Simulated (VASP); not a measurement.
# InP in VASP: further runs

The runs below take InP through single point, with r2SCAN.

All numbers are computed with VASP 6.6.1; they aren't measurements. Logs are shortened: lines on timing, memory, paths and dates and some standing lists are left out, and cuts for length are marked.

## 1. The cell of the first run

Symmetry: F-43m, No. 216, cubic system. Conventional cell: a = 5.996 Å, b = 5.996 Å, c = 5.996 Å, α = 90.00°, β = 90.00°, γ = 90.00°. Within 3.4 Å of In (site symmetry -43m) lie 4 P at 2.60 Å. Within 3.4 Å of P (site symmetry -43m) lie 4 In at 2.60 Å.

## 2. Single point, r2SCAN (strain +0.015 along x and y, +0.015 along z)

Input file POSCAR:

```
InP
1.0
    0.0000000000      2.9978724482      2.9978724482
    2.9978724482      0.0000000000      2.9978724482
    2.9978724482      2.9978724482      0.0000000000
In P
1 1
Direct
    0.0000000000      0.0000000000      0.0000000000
    0.7500000000      0.7500000000      0.7500000000
```

Input file INCAR.step1:

```
PREC     = Accurate       # precision mode
ENCUT    = 520            # plane-wave cutoff, eV
ISMEAR   = 0              # smearing method
SIGMA    = 0.05           # smearing width, eV
LREAL    = False          # projectors in reciprocal space
LASPH    = True           # aspherical terms in the spheres
NELM     = 100            # most SCF steps
NBANDS   = 16             # bands
GGA      = PE             # functional
ALGO     = Normal         # electronic algorithm
EDIFF    = 1E-4           # SCF threshold, eV
LWAVE    = True           # write WAVECAR
LCHARG   = False          # write CHGCAR
```

Input file INCAR.step2:

```
PREC     = Accurate       # precision mode
ENCUT    = 520            # plane-wave cutoff, eV
EDIFF    = 1E-7           # SCF threshold, eV
ISMEAR   = 0              # smearing method
SIGMA    = 0.05           # smearing width, eV
LREAL    = False          # projectors in reciprocal space
LASPH    = True           # aspherical terms in the spheres
NELM     = 100            # most SCF steps
ALGO     = Normal         # electronic algorithm
ISIF     = 2              # what is computed and relaxed
LWAVE    = False          # write WAVECAR
LCHARG   = False          # write CHGCAR
METAGGA  = R2SCAN         # meta-GGA
LMIXTAU  = True         
NBANDS   = 16             # bands
ISTART   = 1
```

Input file KPOINTS:

```
regular mesh
0
Gamma
  8 8 8
```

Potentials or basis: VASP PAW PBE potentials, release 64 (In_d, P).

Launch:

```sh
cat potpaw_PBE.64/In_d/POTCAR potpaw_PBE.64/P/POTCAR > POTCAR
cp INCAR.step1 INCAR
mpirun -np 1 vasp_std > vasp.out
cp INCAR.step2 INCAR
mpirun -np 1 vasp_std > vasp.out
```

OUTCAR:

```text
PREC = Accurate
   ENCUT = 520
   EDIFF = 1E-7
   ISMEAR = 0
   LREAL = False
   LASPH = True
   NELM = 100
   ISIF = 2
   METAGGA = R2SCAN
   ISTART = 1

 ion  position               nearest neighbor table
   1  0.000  0.000  0.000-   2 2.60   2 2.60   2 2.60   2 2.60
   2  0.750  0.750  0.750-   1 2.60   1 2.60   1 2.60   1 2.60

  LATTYP: Found a face centered cubic cell.
 ALAT       =     5.9957448964

  Lattice vectors:

 A1 = (   0.0000000000,   2.9978724482,   2.9978724482)
 A2 = (   2.9978724482,   0.0000000000,   2.9978724482)
 A3 = (   2.9978724482,   2.9978724482,   0.0000000000)

Analysis of symmetry for initial positions (statically):
=====================================================================
 Subroutine PRICEL returns:
 Original cell was already a primitive cell.

 Routine SETGRP: Setting up the symmetry group for a
 face centered cubic supercell.

 Subroutine GETGRP returns: Found 24 space group operations
 (whereof 24 operations were pure point group operations)
 out of a pool of 48 trial point group operations.

The static configuration has the point symmetry T_d .

Analysis of symmetry for dynamics (positions and initial velocities):
=====================================================================
 Subroutine PRICEL returns:
 Original cell was already a primitive cell.

 Routine SETGRP: Setting up the symmetry group for a
 face centered cubic supercell.

 Subroutine GETGRP returns: Found 24 space group operations
 (whereof 24 operations were pure point group operations)
 out of a pool of 48 trial point group operations.

The dynamic configuration has the point symmetry T_d .

 Subroutine INISYM returns: Found 24 space group operations
 (whereof 24 operations are pure point group operations),
 and found     1 'primitive' translations

----------------------------------------------------------------------------------------

                                     Primitive cell

  volume of cell :      53.8852

  direct lattice vectors                    reciprocal lattice vectors
     0.000000000  2.997872448  2.997872448    -0.166784948  0.166784948  0.166784948
     2.997872448  0.000000000  2.997872448     0.166784948 -0.166784948  0.166784948
     2.997872448  2.997872448  0.000000000     0.166784948  0.166784948 -0.166784948

  length of vectors
     4.239631875  4.239631875  4.239631875     0.288880004  0.288880004  0.288880004

  position of ions in fractional coordinates (direct lattice)
     0.000000000  0.000000000  0.000000000
     0.750000000  0.750000000  0.750000000

  ion indices of the primitive-cell ions
   primitive index   ion index
                 1           1
                 2           2

----------------------------------------------------------------------------------------

 KPOINTS: regular mesh

Automatic generation of k-mesh.
 Grid dimensions read from file:
 generate k-points for:    8    8    8

 Generating k-lattice:

  Cartesian coordinates                     Fractional coordinates (reciprocal lattice)
    -0.020848118  0.020848118  0.020848118     0.125000000  0.000000000  0.000000000
     0.020848118 -0.020848118  0.020848118     0.000000000  0.125000000  0.000000000
     0.020848118  0.020848118 -0.020848118     0.000000000  0.000000000  0.125000000

  Length of vectors
     0.036110000  0.036110000  0.036110000

  Shift w.r.t. Gamma in fractional coordinates (k-lattice)
     0.000000000  0.000000000  0.000000000

 Subroutine IBZKPT returns following result:
 ===========================================

 Found     29 irreducible k-points:

 Following reciprocal coordinates:
            Coordinates               Weight
  0.000000  0.000000  0.000000      1.000000
  0.125000  0.000000  0.000000      8.000000
  0.250000  0.000000  0.000000      8.000000
  0.375000  0.000000  0.000000      8.000000
  0.500000  0.000000  0.000000      4.000000
  0.125000  0.125000  0.000000      6.000000
[... 16 lines left out ...]
  0.500000  0.250000  0.125000     48.000000
 -0.375000  0.250000  0.125000     24.000000
 [... further k-points ...]
   k-points           NKPTS =     29   k-points in BZ     NKDIM =     29   number of bands    NBANDS=     16
   number of dos      NEDOS =    301   number of ions     NIONS =      2
   total plane-waves  NPLWV =  32768
   dimension x,y,z NGX =    32 NGY =   32 NGZ =   32
   dimension x,y,z NGXF=    64 NGYF=   64 NGZF=   64
   ions per type =               1   1
   NGX,Y,Z   is equivalent  to a cutoff of  12.55, 12.55, 12.55 a.u.
   NGXF,Y,Z  is equivalent  to a cutoff of  25.10, 25.10, 25.10 a.u.
 SYSTEM =  unknown system
   PREC   = accura    normal or accurate (medium, high low for compatibility)
   ISTART =      1    job   : 0-new  1-cont  2-samecut
   ICHARG =      0    charge: 1-file 2-atom 10-const
   ISPIN  =      1    spin polarized calculation?
   LNONCOLLINEAR =      F non collinear calculations
   LSORBIT =      F    spin-orbit coupling
   LASPH  =      T    aspherical Exc in radial PAW
   ENCUT  =  520.0 eV  38.22 Ry    6.18 a.u.   7.88  7.88  7.88*2*pi/ulx,y,z
   NELM   =    100;   NELMIN=  2; NELMDL=  0     # of ELM steps
   EDIFF  = 0.1E-06   stopping-criterion for ELM
   LREAL  =      F    real-space projection
   EDIFFG = 0.1E-05   stopping-criterion for IOM
   NSW    =      0    number of steps for IOM
   IBRION =     -1    ionic relax: 0-MD 1-quasi-New 2-CG
   NFREE  =      0    steps in history (QN), initial steepest desc. (CG)
   ISIF   =      2    stress and relaxation
   ISYM   =      2    0-nonsym 1-usesym 2-fastsym
   POTIM  = 0.5000    time-step for ionic-motion
   TEBEG  =    0.0;   TEEND  =   0.0 temperature during run
   PSTRESS=    0.0 pullay stress
   NELECT =      18.0000    total number of electrons
   NUPDOWN=      -1.0000    fix difference up-down
   EMIN   =  10.00;   EMAX   =-10.00  energy-range for DOS
   EFERMI =   0.00;   METHOD = LEGACY
   ISMEAR =     0;   SIGMA  =   0.05  broadening in eV -4-tet -1-fermi 0-gaus
   EFERMI_NEDOS =   21; number of points for ismear=-14 and -15
   IALGO  =     38    algorithm
   IMIX   =      4    mixing-type and parameters
     AMIX     =   0.40;   BMIX     =  1.00
     AMIX_MAG =   1.60;   BMIX_MAG =  1.00
  volume/ion in A,a.u.               =      26.94       181.82
  Fermi-wavevector in a.u.,A,eV,Ry     =   1.135906  2.146552 17.555368  1.290283
  Thomas-Fermi vector in A             =   2.272611
   LORBIT       =      0    0 simple, 1 ext, 2 COOP (PROOUT), +10 PAW based schemes
   METAGGA = R2SCAN    functional components
   LHFCALC =     F    Hartree Fock is set to
   AEXX    =    0.0000 exact exchange contribution
   IVDW    =     0    specifies the selected vdW correction
   LEPSILON=     F    determine dielectric tensor
   LRPA    =     F    only Hartree local field effects (RPA)
 non-spin polarized calculation
 Gauss-broadening in eV      SIGMA  =   0.05
  energy-cutoff  :      520.00
  volume of cell :       53.89
 maximum number of plane-waves:      1475
   NGX = 15   NGY = 15   NGZ = 15

 number of electron      17.9999998 magnetization

 Free energy of the ion-electron system (eV)
  ---------------------------------------------------
  ext. energy  EPLUGINS =         0.00000000
  ---------------------------------------------------
  free energy    TOTEN  =       -32.27538738 eV

  energy without entropy =      -32.27538738  energy(sigma->0) =      -32.27538738

 E-fermi :   4.5869     XC(G=0):  -9.5654

 val. band max:        4.2903971780   @ k =   0.0000   0.0000   0.0000
 cond. band min:       5.0591388916   @ k =   0.0000   0.0000   0.0000
 fundamental gap:      0.7687417135
 Fermi energy:         4.5868527487

 k-point     1 :       0.0000    0.0000    0.0000
  band No.  band energies     occupation
      1     -10.2524      2.00000
      2     -10.2524      2.00000
      3     -10.2524      2.00000
      4     -10.1077      2.00000
      5     -10.1077      2.00000
      6      -7.2508      2.00000
[... 8 lines left out ...]
     15      14.1017      0.00000
     16      14.1017      0.00000

 k-point     2 :       0.1250    0.0000    0.0000
  band No.  band energies     occupation
      1     -10.2683      2.00000
      2     -10.2459      2.00000
      3     -10.2459      2.00000
      4     -10.1075      2.00000
      5     -10.1075      2.00000
      6      -7.0823      2.00000
[... 8 lines left out ...]
     15      13.4836      0.00000
     16      13.8543      0.00000

 k-point     3 :       0.2500    0.0000    0.0000
  band No.  band energies     occupation
      1     -10.3053      2.00000
      2     -10.2321      2.00000
      3     -10.2321      2.00000
      4     -10.1055      2.00000
      5     -10.1054      2.00000
      6      -6.6151      2.00000
[... 8 lines left out ...]
     15      13.2659      0.00000
     16      13.7576      0.00000

 k-point     4 :       0.3750    0.0000    0.0000
  band No.  band energies     occupation
      1     -10.3402      2.00000
      2     -10.2209      2.00000
      3     -10.2209      2.00000
      4     -10.1004      2.00000
      5     -10.1004      2.00000
      6      -6.0040      2.00000
[... 8 lines left out ...]
     15      14.1963      0.00000
     16      14.1963      0.00000

 k-point     5 :       0.5000    0.0000    0.0000
  band No.  band energies     occupation
      1     -10.3542      2.00000
      2     -10.2173      2.00000
      3     -10.2173      2.00000
      4     -10.0974      2.00000
      5     -10.0974      2.00000
      6      -5.6688      2.00000
[... 8 lines left out ...]
     15      15.3502      0.00000
     16      15.3502      0.00000

 k-point     6 :       0.1250    0.1250    0.0000
  band No.  band energies     occupation
      1     -10.2804      2.00000
      2     -10.2398      2.00000
      3     -10.2398      2.00000
      4     -10.1124      2.00000
      5     -10.1034      2.00000
      6      -7.0265      2.00000
[... 8 lines left out ...]
     15      14.2385      0.00000
     16      14.2564      0.00000
[... 267 lines left out ...]
 k-point    21 :       0.5000    0.5000    0.0000
  band No.  band energies     occupation
      1     -10.4146      2.00000
      2     -10.1634      2.00000
      3     -10.1634      2.00000
      4     -10.1476      2.00000
      5     -10.0780      2.00000
      6      -5.0680      2.00000
[... 8 lines left out ...]
     15      15.5752      0.00000
     16      16.4915      0.00000

 k-point    22 :       0.3750    0.2500    0.1250
  band No.  band energies     occupation
      1     -10.3394      2.00000
      2     -10.2153      2.00000
      3     -10.2100      2.00000
      4     -10.1195      2.00000
      5     -10.0950      2.00000
      6      -6.2280      2.00000
[... 8 lines left out ...]
     15      14.8493      0.00000
     16      16.1814      0.00000

 k-point    23 :       0.5000    0.2500    0.1250
  band No.  band energies     occupation
      1     -10.3609      2.00000
      2     -10.2095      2.00000
      3     -10.1974      2.00000
      4     -10.1166      2.00000
      5     -10.0948      2.00000
      6      -5.6735      2.00000
[... 8 lines left out ...]
     15      15.4312      0.00000
     16      16.0934      0.00000

 k-point    24 :      -0.3750    0.2500    0.1250
  band No.  band energies     occupation
      1     -10.3688      2.00000
      2     -10.2084      2.00000
      3     -10.1927      2.00000
      4     -10.1121      2.00000
      5     -10.0969      2.00000
      6      -5.3767      2.00000
[... 8 lines left out ...]
     15      15.3784      0.00000
     16      15.9852      0.00000

 [... further k-points ...]
[... 5 lines left out ...]
  --------------------------------------------------------------------------------------
  -------------------------------------------------------------------------------------
  Total       -0.9631789     -0.9631789     -0.9631789      0.0000000      0.0000000     -0.0000000
  in kB      -28.6383577    -28.6383577    -28.6383577      0.0000000      0.0000000     -0.0000000
  external PRESSURE =     -28.6383577 kB  Pullay stress =       0.0000000 kB

 VOLUME and BASIS-vectors are now :
 -----------------------------------------------------------------------------
  energy-cutoff  :      520.00
  volume of cell :       53.89
      direct lattice vectors                 reciprocal lattice vectors
     0.000000000  2.997872448  2.997872448    -0.166784948  0.166784948  0.166784948
     2.997872448  0.000000000  2.997872448     0.166784948 -0.166784948  0.166784948
     2.997872448  2.997872448  0.000000000     0.166784948  0.166784948 -0.166784948

 POSITION                                       TOTAL-FORCE (eV/Angst)
 -----------------------------------------------------------------------------------
      0.00000      0.00000      0.00000         0.000000      0.000000      0.000000
      4.49681      4.49681      4.49681        -0.000000     -0.000000     -0.000000
 -----------------------------------------------------------------------------------
    total drift:                                0.000003      0.000003      0.000003

  FREE ENERGIE OF THE ION-ELECTRON SYSTEM (eV)
  ---------------------------------------------------
  free  energy   TOTEN  =       -32.2753873846 eV

  energy  without entropy=      -32.2753873846  energy(sigma->0) =      -32.27538738
```

Wall time 68 s (1 thread of Intel Xeon Platinum 8375C at 2.90GHz (Ice Lake), shared host); peak memory 0.19 GiB.

What came out:

```yaml
Free_energy: -32.2754 eV
Pressure: -2.9 GPa
Band_gap_on_the_k_mesh: 0.77 eV
```

Caveat: the cell differs from its parent crystal (strain +0.015 along x and y, +0.015 along z); semilocal functionals underestimate gaps, and a narrow one can read as zero; the PAW data sets were made with another functional, which shifts forces and pressure a little; spin-orbit coupling is left out, which moves the levels of the heavy elements.

## 3. Single point, r2SCAN (strain +0.030 along x and y, +0.030 along z)

Input file POSCAR:

```
InP
1.0
    0.0000000000      3.0421759819      3.0421759819
    3.0421759819      0.0000000000      3.0421759819
    3.0421759819      3.0421759819      0.0000000000
In P
1 1
Direct
    0.0000000000      0.0000000000      0.0000000000
    0.7500000000      0.7500000000      0.7500000000
```

Input file INCAR.step1:

```
PREC = Accurate ; ENCUT = 520
ISMEAR = 0 ; SIGMA = 0.05
LREAL = False ; LASPH = True
NELM = 80 ; NBANDS = 16
GGA = PE ; ALGO = Normal
EDIFF = 1E-4 ; LWAVE = True
LCHARG = False
```

Input file INCAR.step2:

```
PREC = Accurate ; ENCUT = 520
EDIFF = 1E-6 ; ISMEAR = 0
SIGMA = 0.05 ; LREAL = False
LASPH = True ; NELM = 80
ALGO = Normal ; ISIF = 2
LWAVE = False ; LCHARG = False
METAGGA = R2SCAN ; LMIXTAU = True
NBANDS = 16 ; ISTART = 1
```

Input file KPOINTS:

```
Automatic mesh
0
Gamma
  8 8 8
```

Potentials or basis: VASP PAW PBE potentials, release 64 (In_d, P).

Launch:

```sh
cat potpaw_PBE.64/In_d/POTCAR potpaw_PBE.64/P/POTCAR > POTCAR
cp INCAR.step1 INCAR
mpirun -np 1 vasp_std > vasp.out
cp INCAR.step2 INCAR
mpirun -np 1 vasp_std > vasp.out
```

Run time: 59 s. Hardware: 1 thread of Intel Xeon Platinum 8375C at 2.90GHz (Ice Lake), shared host; peak memory 0.19 GiB.

The run converged. Its results:

* Free energy: -32.2158 eV
* Pressure: -5.0 GPa
* Band gap on the k mesh: 0.51 eV

Levels at points of the mesh, in eV from the valence-band top:
```csv
k point,band 6,band 7,band 8,band 9,band 10,band 11,band 12,band 13
"(0.00, 0.00, 0.00)",-11.27,0.00,0.00,0.00,0.51,4.42,4.42,4.42
"(0.50, 0.00, 0.00)",-9.82,-5.31,-0.85,-0.85,1.56,5.12,5.12,7.25
"(0.50, 0.50, 0.00)",-9.27,-5.41,-2.05,-2.05,2.17,2.51,9.15,9.52
```

Caveat: the cell differs from its parent crystal (strain +0.030 along x and y, +0.030 along z); the cell stands under tension; semilocal functionals underestimate gaps, and a narrow one can read as zero; the PAW data sets were made with another functional, which shifts forces and pressure a little; spin-orbit coupling is left out, which moves the levels of the heavy elements.

## 4. Single point, r2SCAN (strain -0.030 along x and y, -0.015 along z)

Input file POSCAR:

```
InP
1.0
    0.0000000000      2.8649618471      2.9092653808
    2.8649618471      0.0000000000      2.9092653808
    2.8649618471      2.8649618471      0.0000000000
In P
1 1
Direct
    0.0000000000      0.0000000000      0.0000000000
    0.7500000000      0.7500000000      0.7500000000
```

Input file INCAR.step1:

```
SYSTEM = InP
PREC = Accurate
ENCUT = 520
ISMEAR = 0
SIGMA = 0.05
LREAL = .False.
LASPH = .True.
NELM = 60
NBANDS = 16
GGA = PE
ALGO = Normal
EDIFF = 1E-4
LWAVE = .True.
LCHARG = .False.
```

Input file INCAR.step2:

```
SYSTEM = InP
PREC = Accurate
ENCUT = 520
EDIFF = 1E-6
ISMEAR = 0
SIGMA = 0.05
LREAL = .False.
LASPH = .True.
NELM = 60
ALGO = Normal
ISIF = 2
LWAVE = .False.
LCHARG = .True.
METAGGA = R2SCAN
LMIXTAU = .True.
LELF = .True.
LVHAR = .True.
NBANDS = 16
ISTART = 1
```

Input file KPOINTS:

```
regular mesh
0
Gamma
  8 8 8
  0 0 0
```

Launch:

```sh
cat potpaw_PBE.64/In_d/POTCAR potpaw_PBE.64/P/POTCAR > POTCAR
cp INCAR.step1 INCAR
mpirun -np 1 vasp_std > vasp.out
cp INCAR.step2 INCAR
mpirun -np 1 vasp_std > vasp.out
```

It took 2.1 min on 1 thread of Intel Xeon Platinum 8375C at 2.90GHz (Ice Lake), shared host; peak memory 0.19 GiB.

Results (log left out):

```yaml
Free_energy: -32.2304 eV
Pressure: 6.0 GPa
Band_gap_on_the_k_mesh: 1.45 eV
```

Stress tensor (GPa, compression positive):
```
6.24 0.00 0.00
0.00 6.24 0.00
0.00 0.00 5.58
```

Levels at points of the mesh, in eV from the valence-band top:
```tsv
k point	band 6	band 7	band 8	band 9	band 10	band 11	band 12	band 13
(0.00, 0.00, 0.00)	-12.41	-0.08	0.00	0.00	1.45	4.40	4.40	4.42
(0.50, 0.00, 0.00)	-10.42	-6.21	-1.17	-1.06	1.97	5.08	5.19	7.63
(0.50, 0.50, 0.00)	-9.72	-6.22	-2.56	-2.56	1.95	2.61	10.12	10.67
(0.50, 0.00, 0.50)	-9.65	-6.12	-2.66	-2.65	1.86	2.46	10.29	10.60
```

Caveat: the cell differs from its parent crystal (strain -0.030 along x and y, -0.015 along z); the cell stands under pressure; the PAW data sets were made with another functional, which shifts forces and pressure a little; spin-orbit coupling is left out, which moves the levels of the heavy elements. A k mesh can miss the band edges.

## 5. Summary

```csv
cell,gap on the mesh (eV),pressure (GPa)
"a = 4.240 Å, angles 60.0°, 2 atoms",0.77,-2.9
"a = 4.302 Å, angles 60.0°, 2 atoms",0.51,-5.0
"a = 4.083, b = 4.083, c = 4.052 Å, angles 60.3, 60.3, 59.5°, 2 atoms",1.45,6.0
```

Alike in all rows: task single point; level r2SCAN; potentials or basis VASP PAW PBE potentials, release 64 (In_d, P); no spin polarisation; k mesh 8 × 8 × 8; cutoff (eV) 520; smearing gaussian 0.05 eV.

Caveats: the PAW data sets were made with another functional, which shifts forces and pressure a little; spin-orbit coupling is left out, which moves the levels of the heavy elements; semilocal functionals underestimate gaps, and a narrow one can read as zero (at least some runs); the cell stands under tension (at least some runs); the cell stands under pressure (at least some runs).

Total energies depend on the potentials used, so only differences within one code and one set of settings carry meaning.
